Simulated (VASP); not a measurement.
A run of VASP 6.6.1 is set up as follows.

Contents of INCAR:

```
PREC = Accurate
ENCUT = 520
EDIFF = 1E-6
ISMEAR = -1
SIGMA = 0.02
LREAL = False
LASPH = True
NELM = 80
ALGO = Normal
ISIF = 2
LWAVE = False
LCHARG = False
GGA = PE
NBANDS = 11
```

The input KPOINTS:

```
Automatic mesh
0
Gamma
  16 16 16
```

File POSCAR:

```
BP
1.0
    0.0000000000      2.2690000000      2.2916900000
    2.2690000000      0.0000000000      2.2916900000
    2.2690000000      2.2690000000      0.0000000000
B P
1 1
Direct
    0.0000000000      0.0000000000      0.0000000000
    0.2500000000      0.2500000000      0.2500000000
```

Potentials or basis: VASP PAW PBE potentials, release 64 (B, P).

Launch:

```sh
$ cat potpaw_PBE.64/B/POTCAR potpaw_PBE.64/P/POTCAR > POTCAR
$ mpirun -np 1 vasp_std > vasp.out
```

(1) What does it give for the band gap on the k mesh?

(2) Predict the pressure.

## Answers

(1) 1.19 eV, indirect (least direct gap 3.34 eV).

(2) -0.7 GPa.

Caveat: the cell differs from its parent crystal (z stretched by +1 %, then relaxed in part).
